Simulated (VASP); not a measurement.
# BN (P6_3/mmc) in VASP: notebook

The runs below take BN through single point, with PBE+D3(BJ).

All numbers are computed with VASP 6.6.1; they aren't measurements. Logs are shortened: lines on timing, memory, paths and dates and some standing lists are left out, and cuts for length are marked.

### 1 The cell of the first run

It takes space group P6_3/mmc (No. 194, hexagonal). Conventional cell: a = 2.643 Å, b = 2.643 Å, c = 5.977 Å, α = 90.00°, β = 90.00°, γ = 120.00°. B (site symmetry -6m2) has 3 N at 1.53 Å within 2.0 Å. Within 2.0 Å of N (site symmetry -6m2) lie 3 B at 1.53 Å.

### 2 Single point, PBE+D3(BJ)

INCAR

```
PREC = Accurate ; ENCUT = 520
EDIFF = 1E-7 ; ISMEAR = 0
SIGMA = 0.05 ; LREAL = F
LASPH = T ; NELM = 80
ALGO = Normal ; ISIF = 2
LWAVE = F ; LCHARG = T
GGA = PE ; IVDW = 12
LELF = T ; LVHAR = T
NBANDS = 16
```

KPOINTS

```
Automatic mesh
0
Gamma
  12 12 4
```

POSCAR

```
BN
1.0
    2.6433818912      0.0000000000      0.0000000000
   -1.3216909456      2.2892358697      0.0000000000
    0.0000000000      0.0000000000      5.9772087543
B N
2 2
Direct
    0.3333333333      0.6666666667      0.2500000000
    0.6666666667      0.3333333333      0.7500000000
    0.3333333333      0.6666666667      0.7500000000
    0.6666666667      0.3333333333      0.2500000000
```

Potentials or basis: VASP PAW PBE potentials, release 64 (B, N).

Command:

```console
$ cat potpaw_PBE.64/B/POTCAR potpaw_PBE.64/N/POTCAR > POTCAR
$ mpirun -np 1 vasp_std > vasp.out
```

OUTCAR:

```text
PREC = Accurate
   ENCUT = 520
   EDIFF = 1E-7
   ISMEAR = 0
   LREAL = F
   LASPH = T
   NELM = 80
   ISIF = 2
   GGA = PE
   IVDW = 12
 IVDW          = 12

 ion  position               nearest neighbor table
   1  0.333  0.667  0.250-   4 1.53   4 1.53   4 1.53
   2  0.667  0.333  0.750-   3 1.53   3 1.53   3 1.53
   3  0.333  0.667  0.750-   2 1.53   2 1.53   2 1.53
   4  0.667  0.333  0.250-   1 1.53   1 1.53   1 1.53

  LATTYP: Found a hexagonal cell.
 ALAT       =     2.6433818912
 C/A-ratio  =     2.2611975872

  Lattice vectors:

 A1 = (   2.6433818912,   0.0000000000,   0.0000000000)
 A2 = (  -1.3216909456,   2.2892358697,   0.0000000000)
 A3 = (   0.0000000000,   0.0000000000,   5.9772087543)

Analysis of symmetry for initial positions (statically):
=====================================================================
 Subroutine PRICEL returns:
 Original cell was already a primitive cell.

 Routine SETGRP: Setting up the symmetry group for a
 hexagonal supercell.

 Subroutine GETGRP returns: Found 24 space group operations
 (whereof 12 operations were pure point group operations)
 out of a pool of 24 trial point group operations.

The static configuration has the point symmetry D_3d.
 The point group associated with its full space group is D_6h.

Analysis of symmetry for dynamics (positions and initial velocities):
=====================================================================
 Subroutine PRICEL returns:
 Original cell was already a primitive cell.

 Routine SETGRP: Setting up the symmetry group for a
 hexagonal supercell.

 Subroutine GETGRP returns: Found 24 space group operations
 (whereof 12 operations were pure point group operations)
 out of a pool of 24 trial point group operations.

The dynamic configuration has the point symmetry D_3d.
 The point group associated with its full space group is D_6h.

 Subroutine INISYM returns: Found 24 space group operations
 (whereof 12 operations are pure point group operations),
 and found     1 'primitive' translations

----------------------------------------------------------------------------------------

                                     Primitive cell

  volume of cell :      36.1700

  direct lattice vectors                    reciprocal lattice vectors
     2.643381891  0.000000000  0.000000000     0.378303265  0.218413492  0.000000000
    -1.321690946  2.289235870  0.000000000     0.000000000  0.436826984  0.000000000
     0.000000000  0.000000000  5.977208754     0.000000000  0.000000000  0.167302171

  length of vectors
     2.643381891  2.643381891  5.977208754     0.436826984  0.436826984  0.167302171

  position of ions in fractional coordinates (direct lattice)
     0.333333333  0.666666667  0.250000000
     0.666666667  0.333333333  0.750000000
     0.333333333  0.666666667  0.750000000
     0.666666667  0.333333333  0.250000000

  ion indices of the primitive-cell ions
   primitive index   ion index
                 1           1
                 2           2
                 3           3
                 4           4

----------------------------------------------------------------------------------------

 KPOINTS: Automatic mesh

Automatic generation of k-mesh.
 Grid dimensions read from file:
 generate k-points for:   12   12    4

 Generating k-lattice:

  Cartesian coordinates                     Fractional coordinates (reciprocal lattice)
     0.031525272  0.018201124  0.000000000     0.083333333  0.000000000  0.000000000
     0.000000000  0.036402249  0.000000000     0.000000000  0.083333333  0.000000000
     0.000000000  0.000000000  0.041825543     0.000000000  0.000000000  0.250000000

  Length of vectors
     0.036402249  0.036402249  0.041825543

  Shift w.r.t. Gamma in fractional coordinates (k-lattice)
     0.000000000  0.000000000  0.000000000

 Subroutine IBZKPT returns following result:
 ===========================================

 Found     57 irreducible k-points:

 Following reciprocal coordinates:
            Coordinates               Weight
  0.000000  0.000000  0.000000      1.000000
  0.083333  0.000000  0.000000      6.000000
  0.166667  0.000000  0.000000      6.000000
  0.250000  0.000000  0.000000      6.000000
  0.333333  0.000000  0.000000      6.000000
  0.416667  0.000000  0.000000      6.000000
[... 16 lines left out ...]
  0.250000  0.000000  0.250000     12.000000
  0.333333  0.000000  0.250000     12.000000
 [... further k-points ...]
   k-points           NKPTS =     57   k-points in BZ     NKDIM =     57   number of bands    NBANDS=     16
   number of dos      NEDOS =    301   number of ions     NIONS =      4
   total plane-waves  NPLWV =  19200
   dimension x,y,z NGX =    20 NGY =   20 NGZ =   48
   dimension x,y,z NGXF=    40 NGYF=   40 NGZF=   96
   ions per type =               2   2
   NGX,Y,Z   is equivalent  to a cutoff of  12.58, 12.58, 13.35 a.u.
   NGXF,Y,Z  is equivalent  to a cutoff of  25.16, 25.16, 26.70 a.u.
 SYSTEM =  unknown system
   PREC   = accura    normal or accurate (medium, high low for compatibility)
   ISTART =      0    job   : 0-new  1-cont  2-samecut
   ICHARG =      2    charge: 1-file 2-atom 10-const
   ISPIN  =      1    spin polarized calculation?
   LNONCOLLINEAR =      F non collinear calculations
   LSORBIT =      F    spin-orbit coupling
   LASPH  =      T    aspherical Exc in radial PAW
   ENCUT  =  520.0 eV  38.22 Ry    6.18 a.u.   4.91  4.91 11.11*2*pi/ulx,y,z
   NELM   =     80;   NELMIN=  2; NELMDL= -5     # of ELM steps
   EDIFF  = 0.1E-06   stopping-criterion for ELM
   LREAL  =      F    real-space projection
   EDIFFG = 0.1E-05   stopping-criterion for IOM
   NSW    =      0    number of steps for IOM
   IBRION =     -1    ionic relax: 0-MD 1-quasi-New 2-CG
   NFREE  =      0    steps in history (QN), initial steepest desc. (CG)
   ISIF   =      2    stress and relaxation
   ISYM   =      2    0-nonsym 1-usesym 2-fastsym
   POTIM  = 0.5000    time-step for ionic-motion
   TEBEG  =    0.0;   TEEND  =   0.0 temperature during run
   PSTRESS=    0.0 pullay stress
   NELECT =      16.0000    total number of electrons
   NUPDOWN=      -1.0000    fix difference up-down
   EMIN   =  10.00;   EMAX   =-10.00  energy-range for DOS
   EFERMI =   0.00;   METHOD = LEGACY
   ISMEAR =     0;   SIGMA  =   0.05  broadening in eV -4-tet -1-fermi 0-gaus
   EFERMI_NEDOS =   21; number of points for ismear=-14 and -15
   IALGO  =     38    algorithm
   IMIX   =      4    mixing-type and parameters
     AMIX     =   0.40;   BMIX     =  1.00
     AMIX_MAG =   1.60;   BMIX_MAG =  1.00
  volume/ion in A,a.u.               =       9.04        61.02
  Fermi-wavevector in a.u.,A,eV,Ry     =   1.247379  2.357205 21.170055  1.555955
  Thomas-Fermi vector in A             =   2.381514
   LORBIT       =      0    0 simple, 1 ext, 2 COOP (PROOUT), +10 PAW based schemes
   GGA     = PE    functional components
   LHFCALC =     F    Hartree Fock is set to
   AEXX    =    0.0000 exact exchange contribution
   IVDW    =    12    specifies the selected vdW correction
   LEPSILON=     F    determine dielectric tensor
   LRPA    =     F    only Hartree local field effects (RPA)
 non-spin polarized calculation
 Gauss-broadening in eV      SIGMA  =   0.05
  energy-cutoff  :      520.00
  volume of cell :       36.17
 maximum number of plane-waves:       999
 NGX is ok and might be reduce to    20
   NGX =  9   NGY =  9   NGZ = 23

 number of electron      16.0000001 magnetization

 Free energy of the ion-electron system (eV)
  ---------------------------------------------------
  ext. energy  EPLUGINS =         0.00000000
  ---------------------------------------------------
  free energy    TOTEN  =       -34.47950232 eV

  energy without entropy =      -34.47950232  energy(sigma->0) =      -34.47950232

 E-fermi :   2.7711     XC(G=0): -10.3960

 val. band max:        2.5495611993   @ k =   0.3333   0.2500   0.0000
 cond. band min:       6.4052234432   @ k =   0.5000   0.0000   0.2500
 fundamental gap:      3.8556622439
 Fermi energy:         2.7710868786

 k-point     1 :       0.0000    0.0000    0.0000
  band No.  band energies     occupation
      1     -14.5870      2.00000
      2     -13.9375      2.00000
      3      -3.5461      2.00000
      4      -0.0077      2.00000
      5       0.9408      2.00000
      6       0.9408      2.00000
[... 8 lines left out ...]
     15      12.9172      0.00000
     16      13.6027      0.00000

 k-point     2 :       0.0833    0.0000    0.0000
  band No.  band energies     occupation
      1     -14.4647      2.00000
      2     -13.8242      2.00000
      3      -3.3809      2.00000
      4       0.1271      2.00000
      5       0.4088      2.00000
      6       0.5419      2.00000
[... 8 lines left out ...]
     15      13.1532      0.00000
     16      13.4151      0.00000

 k-point     3 :       0.1667    0.0000    0.0000
  band No.  band energies     occupation
      1     -14.1051      2.00000
      2     -13.4924      2.00000
      3      -2.8915      2.00000
      4      -0.9174      2.00000
      5      -0.7566      2.00000
      6       0.1702      2.00000
[... 8 lines left out ...]
     15      14.4905      0.00000
     16      14.7692      0.00000

 k-point     4 :       0.2500    0.0000    0.0000
  band No.  band energies     occupation
      1     -13.5342      2.00000
      2     -12.9726      2.00000
      3      -2.5664      2.00000
      4      -2.3607      2.00000
      5      -2.1001      2.00000
      6      -0.4653      2.00000
[... 8 lines left out ...]
     15      16.4328      0.00000
     16      16.6759      0.00000
[... 324 lines left out ...]
 k-point    22 :       0.1667    0.0000    0.2500
  band No.  band energies     occupation
      1     -14.0241      2.00000
      2     -13.5922      2.00000
      3      -2.5003      2.00000
      4      -0.8802      2.00000
      5      -0.8316      2.00000
      6      -0.0638      2.00000
[... 8 lines left out ...]
     15      14.5279      0.00000
     16      14.7248      0.00000

 k-point    23 :       0.2500    0.0000    0.2500
  band No.  band energies     occupation
      1     -13.4592      2.00000
      2     -13.0630      2.00000
      3      -2.5840      2.00000
      4      -2.4104      2.00000
      5      -1.6568      2.00000
      6      -0.4392      2.00000
[... 8 lines left out ...]
     15      16.4634      0.00000
     16      16.6347      0.00000

 k-point    24 :       0.3333    0.0000    0.2500
  band No.  band energies     occupation
      1     -12.7509      2.00000
      2     -12.4152      2.00000
      3      -4.1519      2.00000
      4      -3.9800      2.00000
      5      -0.9849      2.00000
      6      -0.8472      2.00000
[... 8 lines left out ...]
     15      18.4009      0.00000
     16      18.5918      0.00000

 [... further k-points ...]

------------------------ aborting loop because EDIFF is reached ----------------------------------------

 Edisp (eV)   -0.57392

 E8    (eV) :    -0.1700

  FORCE on cell =-STRESS in cart. coord.  units (eV):
  Direction    XX          YY          ZZ          XY          YZ          ZX
  --------------------------------------------------------------------------------------
  -------------------------------------------------------------------------------------
  Total     -11.19517   -11.19517     0.88536     0.00000     0.00000     0.00000
  in kB    -495.89814  -495.89814    39.21787     0.00000     0.00000     0.00000
  external pressure =     -317.53 kB  Pullay stress =        0.00 kB

 VOLUME and BASIS-vectors are now :
 -----------------------------------------------------------------------------
  energy-cutoff  :      520.00
  volume of cell :       36.17
      direct lattice vectors                 reciprocal lattice vectors
     2.643381891  0.000000000  0.000000000     0.378303265  0.218413492  0.000000000
    -1.321690946  2.289235870  0.000000000     0.000000000  0.436826984  0.000000000
     0.000000000  0.000000000  5.977208754     0.000000000  0.000000000  0.167302171

 POSITION                                       TOTAL-FORCE (eV/Angst)
 -----------------------------------------------------------------------------------
     -0.00000      1.52616      1.49430         0.000000      0.000000     -0.000000
      1.32169      0.76308      4.48291        -0.000000     -0.000000      0.000000
     -0.00000      1.52616      4.48291         0.000000     -0.000000      0.000000
      1.32169      0.76308      1.49430         0.000000      0.000000      0.000000
 -----------------------------------------------------------------------------------
    total drift:                               -0.000000      0.000000      0.000000

  FREE ENERGIE OF THE ION-ELECTRON SYSTEM (eV)
  ---------------------------------------------------
  free  energy   TOTEN  =       -35.0534268801 eV

  energy  without entropy=      -35.0534268801  energy(sigma->0) =      -35.05342688
```

Wall time 24 s (1 thread of Intel Xeon Platinum 8375C at 2.90GHz (Ice Lake), shared host); peak memory 0.17 GiB.

What came out:

```yaml
Free_energy: -35.0534 eV
Pressure: -31.8 GPa
Band_gap_on_the_k_mesh: 3.86 eV, indirect (least direct gap 4.02 eV)
Dispersion_energy_per_atom: -0.143 eV
```

Stress tensor (GPa, compression positive):
```
-49.59   0.00   0.00
  0.00 -49.59   0.00
  0.00   0.00   3.92
```

Levels at points of the mesh, in eV from the valence-band top:
| k point | band 6 | band 7 | band 8 | band 9 | band 10 | band 11 |
| --- | --- | --- | --- | --- | --- | --- |
| (0.00, 0.00, 0.00) | -1.61 | -1.48 | -1.48 | 5.65 | 9.63 | 10.05 |
| (0.50, 0.00, 0.00) | -3.84 | -1.85 | -0.14 | 3.88 | 5.78 | 8.03 |
| (0.00, 0.00, 0.50) | -1.54 | -1.54 | -1.54 | 8.02 | 8.02 | 10.20 |
| (0.50, 0.00, 0.50) | -3.95 | -0.87 | -0.87 | 4.31 | 4.31 | 8.26 |

[end of part 1 of 2]
